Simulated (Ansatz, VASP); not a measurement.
**BiTe in VASP and in Ansatz**

The input INCAR:

```
PREC = Accurate
ENCUT = 520
EDIFF = 1E-6
ISMEAR = 0
SIGMA = 0.15
LREAL = F
LASPH = T
NELM = 80
ALGO = Normal
ISIF = 2
LWAVE = F
LCHARG = F
GGA = PS
NBANDS = 18
```

Contents of KPOINTS:

```
Automatic mesh
0
Gamma
  12 12 12
```

The input POSCAR:

```
BiTe
1.0
    2.4590483894      1.4197322496      3.4168107131
   -2.4590483894      1.4197322496      3.4168107131
    0.0000000000     -2.8394644991      3.4168107131
Bi Te
1 1
Direct
    0.5000000000      0.5000000000      0.5000000000
    0.0000000000      0.0000000000      0.0000000000
```

Input for Ansatz:

```yaml
crystal:
  lattice:
    - [2.4590483894, 1.4197322496, 3.4168107131]
    - [-2.4590483894, 1.4197322496, 3.4168107131]
    - [0.0, -2.8394644991, 3.4168107131]
  atoms:
    - { symbol: Bi, position: [0.5, 0.5, 0.5] }
    - { symbol: Te, position: [0.0, 0.0, 0.0] }
basis:
  ecutwfc: 420
kpoints:
  mp_grid: { grid: [12, 12, 12] }
hamiltonian:
  xc: pbesol
scf:
  occupations: { method: gaussian, width: 0.15 }
output:
  forces: true
  stress: true
  eigenvalues: true
  write_density: true
  write_potential: true
  elf: true
  volumetric_format: npy
```

Change from the starting cell: strain +0.015 along x and y, +0.030 along z, atoms carried along.

Alike in both runs: task single point; functional PBEsol; k mesh 12 × 12 × 12; occupations gaussian, width 0.15 eV; no spin polarisation.

|  | VASP | Ansatz |
| --- | --- | --- |
| version | VASP 6.6.1 | Ansatz 0.2.0 |
| potentials or method | VASP PAW PBE potentials, release 64 (Bi_d, Te), cutoff 520 eV | scalar-relativistic, plane waves, PAW |
| valence electrons in the cell | 21 | 31 |

|  | VASP | Ansatz | Ansatz less VASP |
| --- | --- | --- | --- |
| gap on the k mesh at the Fermi level (eV) | none | none | - |
| pressure (GPa) | -4.6 | -4.6 | +0.04 |
| traceless stress, the component that is largest in VASP (GPa) | 0.50 | 0.50 | +0.002 |

VASP's potentials were made for PBE, not for PBEsol. A gap of «none» marks a metal or a gap that the smearing closes. VASP's potentials hold 21 valence electrons a cell and Ansatz's 31, so a difference there can come from the potentials and not from the codes.

Spin-orbit coupling is off throughout.
